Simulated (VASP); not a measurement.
# BN (R3m) in VASP: further runs

The runs below take BN through single point, with PBE+D3(BJ).

Program: VASP 6.6.1. These are calculated values, not measurements. Logs are shortened: lines on timing, memory, paths and dates and some standing lists are left out, and cuts for length are marked.

## 1. The cell of the first run

It takes space group R3m (No. 160, trigonal). Conventional cell: a = 2.506 Å, b = 2.506 Å, c = 9.885 Å, α = 90.00°, β = 90.00°, γ = 120.00°. Within 1.9 Å of B (site symmetry 3m) lie 3 N at 1.45 Å. Within 1.9 Å of N (site symmetry 3m) lie 3 B at 1.45 Å.

## 2. Single point, PBE+D3(BJ)

Contents of INCAR:

```
PREC     = Accurate       # precision mode
ENCUT    = 520            # plane-wave cutoff, eV
EDIFF    = 1E-7           # SCF threshold, eV
ISMEAR   = 0              # smearing method
SIGMA    = 0.01           # smearing width, eV
LREAL    = Auto         
LASPH    = True           # aspherical terms in the spheres
NELM     = 100            # most SCF steps
ALGO     = Normal         # electronic algorithm
ISIF     = 2              # what is computed and relaxed
LWAVE    = False          # write WAVECAR
LCHARG   = True           # write CHGCAR
GGA      = PE             # functional
IVDW     = 12             # dispersion correction
LELF     = True           # ELF
LVHAR    = True         
NBANDS   = 86             # bands
```

Contents of KPOINTS:

```
Automatic mesh
0
Gamma
  2 2 2
  0.5 0.5 0.5
```

Contents of POSCAR:

```
BN
1.0
   -5.0122276282      2.8938109704      3.2948837601
    0.0000000000     -5.7876219408      3.2948837600
    5.0122276282      2.8938109704      3.2948837601
B N
16 16
Direct
    0.2496975441      0.7496975441      0.9996975441
    0.4996975441      0.4996975441      0.9996975441
    0.7496975441      0.2496975441      0.9996975441
    0.9996975441      0.7496975441      0.2496975441
    0.9996975441      0.9996975441      0.9996975441
    0.2496975441      0.4996975441      0.2496975441
    0.4996975441      0.2496975441      0.2496975441
    0.7496975441      0.7496975441      0.4996975441
    0.7496975441      0.9996975441      0.2496975441
    0.9996975441      0.4996975441      0.4996975441
    0.2496975441      0.2496975441      0.4996975441
    0.4996975441      0.7496975441      0.7496975441
    0.4996975441      0.9996975441      0.4996975441
    0.7496975441      0.4996975441      0.7496975441
    0.9996975441      0.2496975441      0.7496975441
    0.2496975441      0.9996975441      0.7496975441
    0.5827354559      0.0827354559      0.3327354559
    0.8327354559      0.8327354559      0.3327354559
    0.0827354559      0.5827354559      0.3327354559
    0.3327354559      0.0827354559      0.5827354559
    0.3327354559      0.3327354559      0.3327354559
    0.5827354559      0.8327354559      0.5827354559
    0.8327354559      0.5827354559      0.5827354559
    0.0827354559      0.0827354559      0.8327354559
    0.0827354559      0.3327354559      0.5827354559
    0.3327354559      0.8327354559      0.8327354559
    0.5827354559      0.5827354559      0.8327354559
    0.8327354559      0.0827354559      0.0827354559
    0.8327354559      0.3327354559      0.8327354559
    0.0827354559      0.8327354559      0.0827354559
    0.3327354559      0.5827354559      0.0827354559
    0.5827354559      0.3327354559      0.0827354559
```

Potentials or basis: VASP PAW PBE potentials, release 64 (B, N).

Launch:

```bash
$ cat potpaw_PBE.64/B/POTCAR potpaw_PBE.64/N/POTCAR > POTCAR
$ mpirun -np 1 vasp_std > vasp.out
```

OUTCAR:

```text
PREC = Accurate
   ENCUT = 520
   EDIFF = 1E-7
   ISMEAR = 0
   LREAL = Auto
   LASPH = True
   NELM = 100
   ISIF = 2
   GGA = PE
   IVDW = 12
 IVDW          = 12

 ion  position               nearest neighbor table
   1  0.250  0.750  1.000-  26 1.45  30 1.45  31 1.45
   2  0.500  0.500  1.000-  27 1.45  31 1.45  32 1.45
   3  0.750  0.250  1.000-  29 1.45  32 1.45  28 1.45
   4  1.000  0.750  0.250-  18 1.45  30 1.45  19 1.45
   5  1.000  1.000  1.000-  24 1.45  28 1.45  30 1.45
   6  0.250  0.500  0.250-  19 1.45  31 1.45  21 1.45
[... 33 lines left out ...]
 A1 = (  -5.0122276282,   2.8938109704,   3.2948837601)
 A2 = (   0.0000000000,  -5.7876219408,   3.2948837600)
 A3 = (   5.0122276282,   2.8938109704,   3.2948837601)

Analysis of symmetry for initial positions (statically):
=====================================================================
 Subroutine PRICEL returns following result:

  LATTYP: Found a trigonal (rhomboedric) cell.
 ALAT       =     3.5985822869
 COS(alpha) =     0.7575016939

  Lattice vectors:

 A1 = (  -1.2530569071,   0.7234527426,   3.2948837601)
 A2 = (  -0.0000000000,  -1.4469054852,   3.2948837601)
 A3 = (   1.2530569070,   0.7234527426,   3.2948837601)

  16 primitive cells build up your supercell.

 Routine SETGRP: Setting up the symmetry group for a
 trigonal (rhombohedral) supercell.

 Subroutine GETGRP returns: Found  6 space group operations
 (whereof  6 operations were pure point group operations)
 out of a pool of 12 trial point group operations.

The static configuration has the point symmetry C_3v.

Analysis of symmetry for dynamics (positions and initial velocities):
=====================================================================
 Subroutine PRICEL returns following result:

  LATTYP: Found a trigonal (rhomboedric) cell.
 ALAT       =     3.5985822869
 COS(alpha) =     0.7575016939

  Lattice vectors:

 A1 = (  -1.2530569071,   0.7234527426,   3.2948837601)
 A2 = (  -0.0000000000,  -1.4469054852,   3.2948837601)
 A3 = (   1.2530569070,   0.7234527426,   3.2948837601)

  16 primitive cells build up your supercell.

 Routine SETGRP: Setting up the symmetry group for a
 trigonal (rhombohedral) supercell.

 Subroutine GETGRP returns: Found  6 space group operations
 (whereof  6 operations were pure point group operations)
[... 88 lines left out ...]
   TEBEG  =    0.0;   TEEND  =   0.0 temperature during run
   PSTRESS=    0.0 pullay stress
   NELECT =     128.0000    total number of electrons
   NUPDOWN=      -1.0000    fix difference up-down
   EMIN   =  10.00;   EMAX   =-10.00  energy-range for DOS
   EFERMI =   0.00;   METHOD = LEGACY
   ISMEAR =     0;   SIGMA  =   0.01  broadening in eV -4-tet -1-fermi 0-gaus
   EFERMI_NEDOS =   21; number of points for ismear=-14 and -15
   IALGO  =     38    algorithm
   IMIX   =      4    mixing-type and parameters
     AMIX     =   0.40;   BMIX     =  1.00
     AMIX_MAG =   1.60;   BMIX_MAG =  1.00
  volume/ion in A,a.u.               =       8.96        60.47
  Fermi-wavevector in a.u.,A,eV,Ry     =   1.251163  2.364356 21.298697  1.565410
  Thomas-Fermi vector in A             =   2.385124
   LORBIT       =      0    0 simple, 1 ext, 2 COOP (PROOUT), +10 PAW based schemes
   GGA     = PE    functional components
   LHFCALC =     F    Hartree Fock is set to
   AEXX    =    0.0000 exact exchange contribution
   IVDW    =    12    specifies the selected vdW correction
   LEPSILON=     F    determine dielectric tensor
   LRPA    =     F    only Hartree local field effects (RPA)
 non-spin polarized calculation
 Gauss-broadening in eV      SIGMA  =   0.01
  energy-cutoff  :      520.00
  volume of cell :      286.74
 maximum number of plane-waves:      7728
 NGX is ok and might be reduce to    50

 number of electron     128.0000028 magnetization

 Free energy of the ion-electron system (eV)
  ---------------------------------------------------
  ext. energy  EPLUGINS =         0.00000000
  ---------------------------------------------------
  free energy    TOTEN  =      -281.25270238 eV

  energy without entropy =     -281.25270238  energy(sigma->0) =     -281.25270238

 E-fermi :   2.1530     XC(G=0): -10.1265

 val. band max:        2.0753037034   @ k =  -0.2500   0.2500   0.2500
 cond. band min:       7.1399366978   @ k =  -0.2500   0.2500   0.2500
 fundamental gap:      5.0646329944
 Fermi energy:         2.1529578780

 k-point     1 :       0.2500    0.2500    0.2500
  band No.  band energies     occupation
      1     -15.3261      2.00000
      2     -14.2847      2.00000
      3     -14.2847      2.00000
      4     -14.2847      2.00000
      5     -14.0558      2.00000
      6     -14.0558      2.00000
[... 68 lines left out ...]
     75       9.6200      0.00000
     76       9.6200      0.00000

 k-point     2 :      -0.2500    0.2500    0.2500
  band No.  band energies     occupation
      1     -15.1528      2.00000
      2     -14.8943      2.00000
      3     -14.4487      2.00000
      4     -14.4487      2.00000
      5     -13.4929      2.00000
      6     -13.4929      2.00000
[... 68 lines left out ...]
     75       9.6841      0.00000
     76       9.7993      0.00000
 [bands above 76 left out]

------------------------ aborting loop because EDIFF is reached ----------------------------------------

 Edisp (eV)   -4.55331

 E8    (eV) :    -1.3354

  FORCE on cell =-STRESS in cart. coord.  units (eV):
  Direction    XX          YY          ZZ          XY          YZ          ZX
  --------------------------------------------------------------------------------------
  -------------------------------------------------------------------------------------
  Total       0.28620     0.28620    -0.67170    -0.00000     0.00000    -0.00000
  in kB       1.59912     1.59912    -3.75314    -0.00000     0.00000    -0.00000
  external pressure =       -0.18 kB  Pullay stress =        0.00 kB

 VOLUME and BASIS-vectors are now :
 -----------------------------------------------------------------------------
  energy-cutoff  :      520.00
  volume of cell :      286.74
      direct lattice vectors                 reciprocal lattice vectors
    -5.012227628  2.893810970  3.294883760    -0.099756044  0.057594179  0.101166948
     0.000000000 -5.787621941  3.294883760     0.000000000 -0.115188358  0.101166948
     5.012227628  2.893810970  3.294883760     0.099756044  0.057594179  0.101166948

 POSITION                                       TOTAL-FORCE (eV/Angst)
 -----------------------------------------------------------------------------------
      3.75917     -0.72345      6.58678         0.000000      0.000000     -0.002951
      2.50611      1.44691      6.58678         0.000000      0.000000     -0.002951
      1.25306      3.61726      6.58678         0.000000      0.000000     -0.002951
     -3.75917     -0.72345      6.58678         0.000000      0.000000     -0.002951
      0.00000      0.00000      9.88166         0.000000      0.000000     -0.002951
      0.00000     -1.44691      3.29189         0.000000      0.000000     -0.002951
[... 24 lines left out ...]
     -1.25306     -2.17036      3.28897         0.000000      0.000000      0.002951
     -2.50611     -0.00000      3.28897         0.000000      0.000000      0.002951
 -----------------------------------------------------------------------------------
    total drift:                                0.000001      0.000001      0.015218

  FREE ENERGIE OF THE ION-ELECTRON SYSTEM (eV)
  ---------------------------------------------------
  free  energy   TOTEN  =      -285.8060111581 eV

  energy  without entropy=     -285.8060111581  energy(sigma->0) =     -285.80601116
```

stdout:

```text
POSCAR found type information on POSCAR B N
 POSCAR found :  2 types and      32 ions
 scaLAPACK will be used
 LDA part: xc-table for (Slater+PW92), standard interpolation
 POSCAR, INCAR and KPOINTS ok, starting setup
 FFT: planning ... GRIDC
 FFT: planning ... GRID_SOFT
 FFT: planning ... GRID
 WAVECAR not read
 entering main loop
```

Wall time 40 s (1 thread of Intel Xeon 6975P-C (Granite Rapids), shared host); peak memory 0.36 GiB.

What came out:

```
Free energy                : -285.8060 eV
Pressure                   : 0.0 GPa
Band gap on the k mesh     : 5.06 eV
Dispersion energy per atom : -0.142 eV
```

Forces on the atoms (eV/Å):
```
B    0.000  0.000 -0.003
B    0.000  0.000 -0.003
B    0.000  0.000 -0.003
B    0.000  0.000 -0.003
B    0.000  0.000 -0.003
B    0.000  0.000 -0.003
B    0.000  0.000 -0.003
B    0.000  0.000 -0.003
B    0.000  0.000 -0.003
B    0.000  0.000 -0.003
B    0.000  0.000 -0.003
B    0.000  0.000 -0.003
B    0.000  0.000 -0.003
B    0.000  0.000 -0.003
B    0.000  0.000 -0.003
B    0.000  0.000 -0.003
N    0.000  0.000  0.003
N    0.000  0.000  0.003
N    0.000  0.000  0.003
N    0.000  0.000  0.003
N    0.000  0.000  0.003
N    0.000  0.000  0.003
N    0.000  0.000  0.003
N    0.000  0.000  0.003
N    0.000  0.000  0.003
N    0.000  0.000  0.003
N    0.000  0.000  0.003
N    0.000  0.000  0.003
N    0.000  0.000  0.003
N    0.000  0.000  0.003
N    0.000  0.000  0.003
N    0.000  0.000  0.003
```

Levels at points of the mesh, in eV from the valence-band top:
| k point | band 60 | band 61 | band 62 | band 63 | band 64 | band 65 | band 66 | band 67 | band 68 | band 69 |
| --- | --- | --- | --- | --- | --- | --- | --- | --- | --- | --- |
| (0.25, 0.25, 0.25) | -0.89 | -0.89 | -0.73 | -0.73 | -0.73 | 5.18 | 5.18 | 5.18 | 5.91 | 5.91 |

A k mesh can miss the band edges.

## 3. Single point, PBE+D3(BJ)

This run uses another cell than the first one: it holds 2 atoms, not 32.

Contents of INCAR:

```
SYSTEM = BN
PREC     = Accurate       ! precision mode
ENCUT    = 520            ! plane-wave cutoff, eV
EDIFF    = 1E-6           ! SCF threshold, eV
ISMEAR   = 0              ! smearing method
SIGMA    = 0.05           ! smearing width, eV
LREAL    = .False.        ! projectors in reciprocal space
LASPH    = .True.         ! aspherical terms in the spheres
NELM     = 80             ! most SCF steps
ALGO     = Normal         ! electronic algorithm
ISIF     = 2              ! what is computed and relaxed
LWAVE    = .False.        ! write WAVECAR
LCHARG   = .False.        ! write CHGCAR
GGA      = PE             ! functional
IVDW     = 12             ! dispersion correction
NBANDS   = 11             ! bands
```

Contents of KPOINTS:

```
Automatic mesh
0
Gamma
  12 12 12
  0 0 0
```

Contents of POSCAR:

```
BN
1.0
    1.2530568997      0.7234527383      3.2948845324
   -1.2530568997      0.7234527383      3.2948845324
    0.0000000000     -1.4469054767      3.2948845324
B N
1 1
Direct
    0.9996975446      0.9996975446      0.9996975446
    0.3327354554      0.3327354554      0.3327354554
```

Potentials or basis: VASP PAW PBE potentials, release 64 (B, N).

Launch:

```bash
$ cat potpaw_PBE.64/B/POTCAR potpaw_PBE.64/N/POTCAR > POTCAR
$ mpirun -np 1 vasp_std > vasp.out
```

It took 37 s on 1 thread of Intel Xeon Platinum 8559C (Emerald Rapids), shared host; peak memory 0.18 GiB.

The run converged. Its results:

```
Free energy                : -17.8596 eV
Pressure                   : 0.1 GPa
Band gap on the k mesh     : 4.23 eV, indirect (least direct gap 4.69 eV)
Dispersion energy per atom : -0.142 eV
```

Stress tensor (GPa, compression positive):
```
 0.19  0.00  0.00
 0.00  0.19  0.00
 0.00  0.00 -0.14
```

Levels at points of the mesh, in eV from the valence-band top:
```
           k point  band 1  band 2  band 3  band 4  band 5  band 6  band 7  band 8
(0.00, 0.00, 0.00)  -17.77   -4.01   -1.28   -1.28    5.32   11.66   11.66   13.14
(0.50, 0.00, 0.00)  -14.57   -8.91   -4.05   -0.55    5.32    9.93   13.18   15.25
(0.50, 0.50, 0.00)  -14.49   -8.77   -4.12   -1.20    4.23    9.86   14.41   17.90
(0.50, 0.50, 0.50)  -17.46   -6.20   -1.30   -1.30   10.37   11.57   11.57   12.31
```

## 4. Single point, PBE+D3(BJ)

This run uses another cell than the first one: it holds 6 atoms, not 32.

Contents of INCAR:

```
PREC = Accurate
ENCUT = 520
EDIFF = 1E-6
ISMEAR = 0
SIGMA = 0.05
LREAL = F
LASPH = T
NELM = 100
ALGO = Normal
ISIF = 2
LWAVE = F
LCHARG = F
GGA = PE
IVDW = 12
NBANDS = 21
```

Contents of KPOINTS:

```
Automatic mesh
0
Gamma
  10 10 3
```

Contents of POSCAR:

```
BN
1.0
   -1.2530569071     -2.1703582278      0.0000000000
    1.2530569071     -2.1703582278      0.0000000000
    0.0000000000      0.0000000000      9.8846513545
B N
3 3
Direct
    1.0000000000      1.0000000000      0.9996975441
    0.3333333333      0.3333333333      0.3330308775
    0.6666666667      0.6666666667      0.6663642108
    1.0000000000      1.0000000000      0.3327354559
    0.3333333333      0.3333333333      0.6660687892
    0.6666666667      0.6666666667      0.9994021225
```

Launch:

```bash
$ cat potpaw_PBE.64/B/POTCAR potpaw_PBE.64/N/POTCAR > POTCAR
$ mpirun -np 1 vasp_std > vasp.out
```

Wall time 17 s (1 thread of Intel Xeon 6975P-C (Granite Rapids), shared host); peak memory 0.18 GiB.

The run converged. Its results:

- Free energy: -53.5788 eV
- Pressure: 0.1 GPa
- Band gap on the k mesh: 4.17 eV
- Dispersion energy per atom: -0.142 eV

Stress tensor (GPa, compression positive):
```
 0.18  0.00  0.00
 0.00  0.18  0.00
 0.00  0.00 -0.13
```

Levels at points of the mesh, in eV from the valence-band top:
```
           k point  band 10  band 11  band 12  band 13  band 14  band 15
(0.00, 0.00, 0.00)    -1.36    -1.34    -1.34     5.26     8.89     8.89
(0.50, 0.00, 0.00)    -1.26    -0.83    -0.83     4.17     5.15     5.15
```

A k mesh can miss the band edges.

## 5. The runs side by side

```csv
cell,k mesh,smearing,gap on the mesh (eV),pressure (GPa)
"a = 6.660 Å, angles 97.6°, 32 atoms","2 × 2 × 2, shifted",gaussian 0.01 eV,5.06,0.0
"a = 3.599 Å, angles 40.8°, 2 atoms",12 × 12 × 12,gaussian 0.05 eV,4.23,0.1
"a = 2.506, b = 2.506, c = 9.885 Å, angles 90.0, 90.0, 60.0°, 6 atoms",10 × 10 × 3,gaussian 0.05 eV,4.17,0.1
```

Alike in all rows: task single point; level PBE+D3(BJ); potentials or basis VASP PAW PBE potentials, release 64 (B, N); no spin polarisation; cutoff (eV) 520.

Absolute energies hang on the potentials; compare differences alone.
